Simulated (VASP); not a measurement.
# Re (I4/mmm) in VASP: further runs, part 3 of 3

VASP 6.6.1. Earlier steps stand in the parts before.

## 6. Single point, PBEsol (strain +0.000 along x and y, -0.015 along z)

INCAR reads:

```
SYSTEM = Re
PREC = Accurate
ENCUT = 520
EDIFF = 1E-6
ISMEAR = 0
SIGMA = 0.15
LREAL = .False.
LASPH = .True.
NELM = 60
ALGO = Fast
ISIF = 2
LWAVE = .False.
LCHARG = .True.
GGA = PS
LELF = .True.
LVHAR = .True.
NBANDS = 10
```

KPOINTS reads:

```
Automatic mesh
0
Gamma
  20 20 20
  0 0 0
```

POSCAR reads:

```
Re
1.0
    0.0000000000      1.9750000000      1.9453750000
    1.9750000000      0.0000000000      1.9453750000
    1.9750000000      1.9750000000      0.0000000000
Re
1
Direct
    0.0000000000      0.0000000000      0.0000000000
```

Potentials or basis: VASP PAW PBE potentials, release 64 (Re).

Command:

```console
$ cat potpaw_PBE.64/Re/POTCAR > POTCAR
$ mpirun -np 1 vasp_std > vasp.out
```

OUTCAR:

```text
SYSTEM = Re
   PREC = Accurate
   ENCUT = 520
   EDIFF = 1E-6
   ISMEAR = 0
   LREAL = .False.
   LASPH = .True.
   NELM = 60
   ISIF = 2
   GGA = PS

 ion  position               nearest neighbor table
   1  0.000  0.000  0.000-

  LATTYP: Found a body centered tetragonal cell.
 ALAT       =     2.7930717857
 C/A-ratio  =     1.3930003589

  Lattice vectors:

 A1 = (   0.0000000000,  -1.9750000000,  -1.9453750000)
 A2 = (   0.0000000000,   1.9750000000,  -1.9453750000)
 A3 = (   1.9750000000,   0.0000000000,   1.9453750000)

Analysis of symmetry for initial positions (statically):
=====================================================================
 Subroutine PRICEL returns:
 Original cell was already a primitive cell.

 Routine SETGRP: Setting up the symmetry group for a
 body centered tetragonal supercell.

 Subroutine GETGRP returns: Found 16 space group operations
 (whereof 16 operations were pure point group operations)
 out of a pool of 16 trial point group operations.

The static configuration has the point symmetry D_4h.

Analysis of symmetry for dynamics (positions and initial velocities):
[... 166 lines left out ...]
 k-point     1 :       0.0000    0.0000    0.0000
  band No.  band energies     occupation
      1      -2.3406      2.00000
      2       5.7005      2.00000
      3       5.7005      2.00000
      4       5.9106      2.00000
      5       8.6651      0.00000
      6       8.9506      0.00000
      7      21.5305      0.00000
      8      26.8125      0.00000
      9      26.8125      0.00000
     10      27.3230      0.00000
[... 287 lines left out ...]
 k-point    24 :      -0.3500    0.0500    0.0000
  band No.  band energies     occupation
      1       0.9301      2.00000
      2       5.7739      2.00000
      3       5.8120      2.00000
      4       5.9969      2.00000
      5       9.9649      0.00000
      6      10.7714      0.00000
      7      19.1565      0.00000
      8      22.7120      0.00000
      9      28.6165      0.00000
     10      30.0605      0.00000

 [... further k-points ...]

------------------------ aborting loop because EDIFF is reached ----------------------------------------

  FORCE on cell =-STRESS in cart. coord.  units (eV):
  Direction    XX          YY          ZZ          XY          YZ          ZX
  --------------------------------------------------------------------------------------
  -------------------------------------------------------------------------------------
  Total       -1.4686857     -1.4686857     -1.0806609      0.0000000      0.0000000     -0.0000000
  in kB     -155.0500515   -155.0500515   -114.0860356      0.0000000      0.0000000     -0.0000000
  external PRESSURE =    -141.3953795 kB  Pullay stress =       0.0000000 kB

 VOLUME and BASIS-vectors are now :
 -----------------------------------------------------------------------------
  energy-cutoff  :      520.00
  volume of cell :       15.18
      direct lattice vectors                 reciprocal lattice vectors
     0.000000000  1.975000000  1.945375000    -0.253164557  0.253164557  0.257019855
     1.975000000  0.000000000  1.945375000     0.253164557 -0.253164557  0.257019855
     1.975000000  1.975000000  0.000000000     0.253164557  0.253164557 -0.257019855

 POSITION                                       TOTAL-FORCE (eV/Angst)
 -----------------------------------------------------------------------------------
      0.00000      0.00000      0.00000         0.000000     -0.000000      0.000000
 -----------------------------------------------------------------------------------
    total drift:                               -0.000000      0.000000     -0.000000

  FREE ENERGIE OF THE ION-ELECTRON SYSTEM (eV)
  ---------------------------------------------------
  free  energy   TOTEN  =       -13.2796541889 eV

  energy  without entropy=      -13.2698725758  energy(sigma->0) =      -13.27476338
```

stdout:

```text
POSCAR found type information on POSCAR Re
 POSCAR found :  1 types and       1 ions
 scaLAPACK will be used
 -----------------------------------------------------------------------------
|                                                                             |
|                                                                             |
|     You enforced a specific xc type in the INCAR file but a different       |
|     I HOPE YOU KNOW WHAT YOU ARE DOING!                                     |
|                                                                             |
 -----------------------------------------------------------------------------

 LDA part: xc-table for (Slater+PW92), standard interpolation
 POSCAR, INCAR and KPOINTS ok, starting setup
 FFT: planning ... GRIDC
 FFT: planning ... GRID_SOFT
 FFT: planning ... GRID
 WAVECAR not read
 entering main loop
```

Wall time 39 s (1 thread of Intel Xeon 6975P-C (Granite Rapids), shared host); peak memory 0.22 GiB.

Results:

| Quantity | Value |
| --- | --- |
| Free energy | -13.2797 eV |
| Pressure | -14.1 GPa |
| Band gap on the k mesh | zero (an odd number of electrons rules out a gap without spin polarisation) |

Caveat: the cell differs from its parent crystal (strain +0.000 along x and y, -0.015 along z); the cell stands under tension; the PAW data sets were made with another functional, which shifts forces and pressure a little; spin-orbit coupling is left out, which moves the levels of the heavy elements.

## 7. Summary

```tsv
cell	gap on the mesh (eV)	pressure (GPa)
a = 2.730, b = 2.730, c = 2.751 Å, angles 59.7, 59.7, 60.5°, 1 atom	none	2.9
a = 2.773, b = 2.773, c = 2.709 Å, angles 60.8, 60.8, 58.5°, 1 atom	none	-2.7
a = 2.794, b = 2.794, c = 2.709 Å, angles 61.0, 61.0, 58.0°, 1 atom	none	-7.9
a = 2.772, b = 2.772, c = 2.751 Å, angles 60.3, 60.3, 59.5°, 1 atom	none	-8.9
a = 2.772, b = 2.772, c = 2.793 Å, angles 59.8, 59.8, 60.5°, 1 atom	none	-14.1
```

Alike in all rows: task single point; level PBEsol; potentials or basis VASP PAW PBE potentials, release 64 (Re); no spin polarisation; k mesh 20 × 20 × 20; cutoff (eV) 520; smearing gaussian 0.15 eV.

Caveats: the PAW data sets were made with another functional, which shifts forces and pressure a little; spin-orbit coupling is left out, which moves the levels of the heavy elements; the cell stands under tension (at least some runs).

Total energies depend on the potentials used, so only differences within one code and one set of settings carry meaning.
